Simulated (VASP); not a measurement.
# NaH in VASP: a series of runs

NaH is run at these levels: PBE; tasks: single point.

Program: VASP 6.6.1. These are calculated values, not measurements. Logs are shortened: lines on timing, memory, paths and dates and some standing lists are left out, and cuts for length are marked.

## Step 1: The cell of the first run

It takes space group Pm-3m (No. 221, cubic). Conventional cell: a = 3.029 Å, b = 3.029 Å, c = 3.029 Å, α = 90.00°, β = 90.00°, γ = 90.00°. Na (site symmetry m-3m) has 8 H at 2.62 Å and 6 Na at 3.03 Å within 3.5 Å. Within 3.5 Å of H (site symmetry m-3m) lie 8 Na at 2.62 Å and 6 H at 3.03 Å.

## Step 2: Single point, PBE (strain +0.025 along x and y, +0.025 along z)

INCAR

```
PREC = Accurate
ENCUT = 520
EDIFF = 1E-6
ISMEAR = 0
SIGMA = 0.05
LREAL = False
LASPH = True
NELM = 60
ALGO = Normal
ISIF = 2
LWAVE = False
LCHARG = True
GGA = PE
LELF = True
LVHAR = True
NBANDS = 11
```

KPOINTS

```
regular mesh
0
Gamma
  10 10 10
```

POSCAR

```
NaH
1.0
    3.0290021000      0.0000000000      0.0000000000
    0.0000000000      3.0290021000      0.0000000000
    0.0000000000      0.0000000000      3.0290021000
Na H
1 1
Direct
    0.0000000000      0.0000000000      0.0000000000
    0.5000000000      0.5000000000      0.5000000000
```

Potentials or basis: VASP PAW PBE potentials, release 64 (Na_pv, H).

Run with:

```bash
$ cat potpaw_PBE.64/Na_pv/POTCAR potpaw_PBE.64/H/POTCAR > POTCAR
$ mpirun -np 1 vasp_std > vasp.out
```

OUTCAR:

```text
PREC = Accurate
   ENCUT = 520
   EDIFF = 1E-6
   ISMEAR = 0
   LREAL = False
   LASPH = True
   NELM = 60
   ISIF = 2
   GGA = PE

 ion  position               nearest neighbor table
   1  0.000  0.000  0.000-
   2  0.500  0.500  0.500-

  LATTYP: Found a simple cubic cell.
 ALAT       =     3.0290021000

  Lattice vectors:

 A1 = (   3.0290021000,   0.0000000000,   0.0000000000)
 A2 = (   0.0000000000,   3.0290021000,   0.0000000000)
 A3 = (   0.0000000000,   0.0000000000,   3.0290021000)

Analysis of symmetry for initial positions (statically):
=====================================================================
 Subroutine PRICEL returns:
 Original cell was already a primitive cell.

 Routine SETGRP: Setting up the symmetry group for a
 simple cubic supercell.

 Subroutine GETGRP returns: Found 48 space group operations
 (whereof 48 operations were pure point group operations)
 out of a pool of 48 trial point group operations.

The static configuration has the point symmetry O_h .

Analysis of symmetry for dynamics (positions and initial velocities):
=====================================================================
 Subroutine PRICEL returns:
 Original cell was already a primitive cell.

 Routine SETGRP: Setting up the symmetry group for a
 simple cubic supercell.

 Subroutine GETGRP returns: Found 48 space group operations
 (whereof 48 operations were pure point group operations)
 out of a pool of 48 trial point group operations.

The dynamic configuration has the point symmetry O_h .

 Subroutine INISYM returns: Found 48 space group operations
 (whereof 48 operations are pure point group operations),
 and found     1 'primitive' translations

----------------------------------------------------------------------------------------

                                     Primitive cell

  volume of cell :      27.7907

  direct lattice vectors                    reciprocal lattice vectors
     3.029002100  0.000000000  0.000000000     0.330141732  0.000000000  0.000000000
     0.000000000  3.029002100  0.000000000     0.000000000  0.330141732  0.000000000
     0.000000000  0.000000000  3.029002100     0.000000000  0.000000000  0.330141732

  length of vectors
     3.029002100  3.029002100  3.029002100     0.330141732  0.330141732  0.330141732

  position of ions in fractional coordinates (direct lattice)
     0.000000000  0.000000000  0.000000000
     0.500000000  0.500000000  0.500000000
[... 84 lines left out ...]
   ISYM   =      2    0-nonsym 1-usesym 2-fastsym
   POTIM  = 0.5000    time-step for ionic-motion
   TEBEG  =    0.0;   TEEND  =   0.0 temperature during run
   PSTRESS=    0.0 pullay stress
   NELECT =       8.0000    total number of electrons
   NUPDOWN=      -1.0000    fix difference up-down
   EMIN   =  10.00;   EMAX   =-10.00  energy-range for DOS
   EFERMI =   0.00;   METHOD = LEGACY
   ISMEAR =     0;   SIGMA  =   0.05  broadening in eV -4-tet -1-fermi 0-gaus
   EFERMI_NEDOS =   21; number of points for ismear=-14 and -15
   IALGO  =     38    algorithm
   IMIX   =      4    mixing-type and parameters
     AMIX     =   0.40;   BMIX     =  1.00
     AMIX_MAG =   1.60;   BMIX_MAG =  1.00
  volume/ion in A,a.u.               =      13.90        93.77
  Fermi-wavevector in a.u.,A,eV,Ry     =   1.080949  2.042698 15.897741  1.168451
  Thomas-Fermi vector in A             =   2.216953
   LORBIT       =      0    0 simple, 1 ext, 2 COOP (PROOUT), +10 PAW based schemes
   GGA     = PE    functional components
   LHFCALC =     F    Hartree Fock is set to
   AEXX    =    0.0000 exact exchange contribution
   IVDW    =     0    specifies the selected vdW correction
   LEPSILON=     F    determine dielectric tensor
   LRPA    =     F    only Hartree local field effects (RPA)
 non-spin polarized calculation
 Gauss-broadening in eV      SIGMA  =   0.05
  energy-cutoff  :      520.00
  volume of cell :       27.79
 maximum number of plane-waves:       768
 NGX is ok and might be reduce to    24
   NGX = 11   NGY = 11   NGZ = 11

 number of electron       7.9999982 magnetization

 Free energy of the ion-electron system (eV)
  ---------------------------------------------------
  ext. energy  EPLUGINS =         0.00000000
  ---------------------------------------------------
  free energy    TOTEN  =        -4.76508540 eV

  energy without entropy =       -4.76508540  energy(sigma->0) =       -4.76508540

 E-fermi :   1.2862     XC(G=0):  -7.9053

 val. band max:        0.9232503015   @ k =   0.5000   0.5000   0.5000
 cond. band min:       1.9564929285   @ k =   0.5000   0.0000   0.0000
 fundamental gap:      1.0332426270
 Fermi energy:         1.2861542002

 k-point     1 :       0.0000    0.0000    0.0000
  band No.  band energies     occupation
      1     -23.6187      2.00000
      2     -23.6187      2.00000
      3     -23.6187      2.00000
      4      -4.6464      2.00000
      5       8.9879      0.00000
      6      11.5982      0.00000
      7      11.5982      0.00000
      8      12.9183      0.00000
      9      12.9183      0.00000
     10      12.9183      0.00000
     11      25.5968      0.00000
[... 309 lines left out ...]
 k-point    24 :       0.3000    0.1000    0.1000
  band No.  band energies     occupation
      1     -23.7078      2.00000
      2     -23.6232      2.00000
      3     -23.6214      2.00000
      4      -3.1420      2.00000
      5       4.4861      0.00000
      6       9.4393      0.00000
      7      10.8638      0.00000
      8      15.4612      0.00000
      9      15.8024      0.00000
     10      18.2922      0.00000
     11      18.7804      0.00000

 [... further k-points ...]

------------------------ aborting loop because EDIFF is reached ----------------------------------------

  FORCE on cell =-STRESS in cart. coord.  units (eV):
  Direction    XX          YY          ZZ          XY          YZ          ZX
  --------------------------------------------------------------------------------------
  -------------------------------------------------------------------------------------
  Total       -0.2455397     -0.2455397     -0.2455397      0.0000000      0.0000000      0.0000000
  in kB      -14.1557735    -14.1557735    -14.1557735      0.0000000      0.0000000      0.0000000
  external PRESSURE =     -14.1557735 kB  Pullay stress =       0.0000000 kB

 VOLUME and BASIS-vectors are now :
 -----------------------------------------------------------------------------
  energy-cutoff  :      520.00
  volume of cell :       27.79
      direct lattice vectors                 reciprocal lattice vectors
     3.029002100  0.000000000  0.000000000     0.330141732  0.000000000  0.000000000
     0.000000000  3.029002100  0.000000000     0.000000000  0.330141732  0.000000000
     0.000000000  0.000000000  3.029002100     0.000000000  0.000000000  0.330141732

 POSITION                                       TOTAL-FORCE (eV/Angst)
 -----------------------------------------------------------------------------------
      0.00000      0.00000      0.00000         0.000000      0.000000      0.000000
      1.51450      1.51450      1.51450         0.000000      0.000000      0.000000
 -----------------------------------------------------------------------------------
    total drift:                                0.000000      0.000000      0.000000

  FREE ENERGIE OF THE ION-ELECTRON SYSTEM (eV)
  ---------------------------------------------------
  free  energy   TOTEN  =        -4.7650854034 eV

  energy  without entropy=       -4.7650854034  energy(sigma->0) =       -4.76508540
```

OSZICAR:

```text
N       E                     dE             d eps       ncg     rms          rms(c)
DAV:   1     0.349779844410E+02    0.34978E+02   -0.45490E+03  1238   0.723E+02
DAV:   2    -0.398697429933E+01   -0.38965E+02   -0.38390E+02  1286   0.188E+02
DAV:   3    -0.521542292543E+01   -0.12284E+01   -0.12265E+01  1498   0.325E+01
DAV:   4    -0.522296852934E+01   -0.75456E-02   -0.75448E-02  1388   0.248E+00
DAV:   5    -0.522303445643E+01   -0.65927E-04   -0.65926E-04  1425   0.239E-01    0.306E+00
DAV:   6    -0.486889538268E+01    0.35414E+00   -0.36777E-01  1391   0.303E+00    0.142E+00
DAV:   7    -0.476238677546E+01    0.10651E+00   -0.38440E-01  1361   0.235E+00    0.386E-01
DAV:   8    -0.476542054352E+01   -0.30338E-02   -0.97157E-03  1331   0.103E+00    0.789E-02
DAV:   9    -0.476510414519E+01    0.31640E-03   -0.19486E-03  1413   0.420E-01    0.271E-02
DAV:  10    -0.476508419374E+01    0.19951E-04   -0.10703E-04  1377   0.577E-02    0.304E-03
DAV:  11    -0.476508530440E+01   -0.11107E-05   -0.19404E-06  1382   0.903E-03    0.217E-03
DAV:  12    -0.476508540335E+01   -0.98955E-07   -0.13618E-07   888   0.255E-03
   1 F= -.47650854E+01 E0= -.47650854E+01  d E =-.373159E-27
```

It took 14 s on 1 thread of Intel Xeon 8259CL, shared host; peak memory 0.14 GiB.

What came out:

| Property | Result |
| --- | --- |
| Free energy | -4.7651 eV |
| Pressure | -1.4 GPa |
| Band gap on the k mesh | 1.03 eV (least direct gap 4.22 eV) |

Caveat: the cell differs from its parent crystal (strain +0.025 along x and y, +0.025 along z).

## Step 3: Single point, PBE (strain +0.050 along x and y, +0.050 along z)

INCAR

```
SYSTEM = NaH
PREC = Accurate
ENCUT = 520
EDIFF = 1E-7
ISMEAR = 0
SIGMA = 0.05
LREAL = .False.
LASPH = .True.
NELM = 100
ALGO = Normal
ISIF = 2
LWAVE = .False.
LCHARG = .False.
GGA = PE
NBANDS = 11
```

KPOINTS

```
regular mesh
0
Gamma
  10 10 10
  0 0 0
```

POSCAR

```
NaH
1.0
    3.1028802000      0.0000000000      0.0000000000
    0.0000000000      3.1028802000      0.0000000000
    0.0000000000      0.0000000000      3.1028802000
Na H
1 1
Direct
    0.0000000000      0.0000000000      0.0000000000
    0.5000000000      0.5000000000      0.5000000000
```

Potentials or basis: VASP PAW PBE potentials, release 64 (Na_pv, H).

Run with:

```bash
$ cat potpaw_PBE.64/Na_pv/POTCAR potpaw_PBE.64/H/POTCAR > POTCAR
$ mpirun -np 1 vasp_std > vasp.out
```

Wall time 15 s (1 thread of Intel Xeon 8259CL, shared host); peak memory 0.14 GiB.

The run converged. Its results:

```
Free energy            : -4.7395 eV
Pressure               : -2.6 GPa
Band gap on the k mesh : 1.04 eV (least direct gap 4.03 eV)
```

Levels at points of the mesh, in eV from the valence-band top:
```tsv
k point	band 1	band 2	band 3	band 4	band 5	band 6	band 7	band 8	band 9
(0.00, 0.00, 0.00)	-24.54	-24.54	-24.54	-5.24	7.53	10.40	10.40	11.53	11.53
(0.50, 0.00, 0.00)	-24.66	-24.53	-24.53	-2.99	1.04	9.75	13.33	13.61	13.61
(0.50, 0.50, 0.00)	-24.64	-24.64	-24.53	-1.46	4.06	4.06	6.14	13.53	17.33
(0.50, 0.50, 0.50)	-24.62	-24.62	-24.62	0.00	6.70	6.70	6.70	8.33	8.33
```

Caveat: the cell differs from its parent crystal (strain +0.050 along x and y, +0.050 along z).

## Step 4: Single point, PBE (strain -0.050 along x and y, -0.025 along z)

INCAR

```
PREC = Accurate
ENCUT = 520
EDIFF = 1E-7
ISMEAR = 0
SIGMA = 0.05
LREAL = F
LASPH = T
NELM = 80
ALGO = Normal
ISIF = 2
LWAVE = F
LCHARG = F
GGA = PE
NBANDS = 11
```

KPOINTS

```
Automatic mesh
0
Gamma
  10 10 10
```

POSCAR

```
NaH
1.0
    2.8073678000      0.0000000000      0.0000000000
    0.0000000000      2.8073678000      0.0000000000
    0.0000000000      0.0000000000      2.8812459000
Na H
1 1
Direct
    0.0000000000      0.0000000000      0.0000000000
    0.5000000000      0.5000000000      0.5000000000
```

Run with:

```bash
$ cat potpaw_PBE.64/Na_pv/POTCAR potpaw_PBE.64/H/POTCAR > POTCAR
$ mpirun -np 1 vasp_std > vasp.out
```

It took 32 s on 1 thread of Intel Xeon 8259CL, shared host; peak memory 0.15 GiB.

Results (log left out):

- Free energy: -4.7282 eV
- Pressure: 4.2 GPa
- Band gap on the k mesh: 0.86 eV (least direct gap 4.76 eV)

Stress tensor (GPa, compression positive):
```
5.35 0.00 0.00
0.00 5.35 0.00
0.00 0.00 1.87
```

Levels at points of the mesh, in eV from the valence-band top:
```tsv
k point	band 1	band 2	band 3	band 4	band 5	band 6	band 7	band 8
(0.00, 0.00, 0.00)	-24.63	-24.62	-24.62	-6.56	9.68	11.31	11.72	12.80
(0.50, 0.00, 0.00)	-24.90	-24.60	-24.60	-3.72	1.11	11.90	14.83	14.97
(0.50, 0.50, 0.00)	-24.85	-24.85	-24.58	-1.89	4.65	4.65	7.61	15.36
(0.00, 0.00, 0.50)	-24.86	-24.60	-24.60	-3.90	0.86	12.15	15.03	15.60
(0.50, 0.00, 0.50)	-24.86	-24.81	-24.58	-2.05	4.39	4.44	7.38	16.02
(0.50, 0.50, 0.50)	-24.81	-24.81	-24.77	0.00	6.98	7.10	7.10	9.90
```

Caveat: the cell differs from its parent crystal (strain -0.050 along x and y, -0.025 along z); the cell stands under pressure.

## Step 5: Single point, PBE (strain -0.050 along x and y, +0.000 along z)

INCAR

```
  ALGO = Normal
  EDIFF = 1E-6
  ENCUT = 520
  GGA = PE
  ISIF = 2
  ISMEAR = 0
  LASPH = T
  LCHARG = F
  LREAL = F
  LWAVE = F
  NBANDS = 11
  NELM = 80
  PREC = Accurate
  SIGMA = 0.05
```

KPOINTS

```
k-points
0
Gamma
  10 10 10
```

Edit POSCAR of step 4 so:

```diff
@@ -4,3 +4,3 @@
     0.0000000000      2.8073678000      0.0000000000
-    0.0000000000      0.0000000000      2.8812459000
+    0.0000000000      0.0000000000      2.9551240000
 Na H
```

Run with:

```bash
$ cat potpaw_PBE.64/Na_pv/POTCAR potpaw_PBE.64/H/POTCAR > POTCAR
$ mpirun -np 1 vasp_std > vasp.out
```

Run time: 28 s. Hardware: 1 thread of Intel Xeon 8259CL, shared host; peak memory 0.15 GiB.

It converged, with:

* Free energy: -4.7297 eV
* Pressure: 3.2 GPa
* Band gap on the k mesh: 0.68 eV (least direct gap 4.63 eV)

Stress tensor (GPa, compression positive):
```
 5.47  0.00  0.00
 0.00  5.47  0.00
 0.00  0.00 -1.20
```

Levels at points of the mesh, in eV from the valence-band top:
```
           k point  band 1  band 2  band 3  band 4  band 5  band 6  band 7  band 8
(0.00, 0.00, 0.00)  -24.64  -24.63  -24.63   -6.44    9.23   11.18   11.84   12.03
(0.50, 0.00, 0.00)  -24.91  -24.62  -24.61   -3.60    1.18   11.50   14.15   14.75
(0.50, 0.50, 0.00)  -24.86  -24.86  -24.59   -1.74    4.74    4.74    7.62   14.71
(0.00, 0.00, 0.50)  -24.83  -24.62  -24.62   -3.95    0.68   12.06   14.89   15.63
(0.50, 0.00, 0.50)  -24.87  -24.78  -24.59   -2.05    4.24    4.34    7.16   15.99
(0.50, 0.50, 0.50)  -24.83  -24.83  -24.74    0.00    6.87    7.10    7.10    9.71
```

Caveat: the cell differs from its parent crystal (strain -0.050 along x and y, +0.000 along z); the cell stands under pressure.

[end of part 1 of 2]
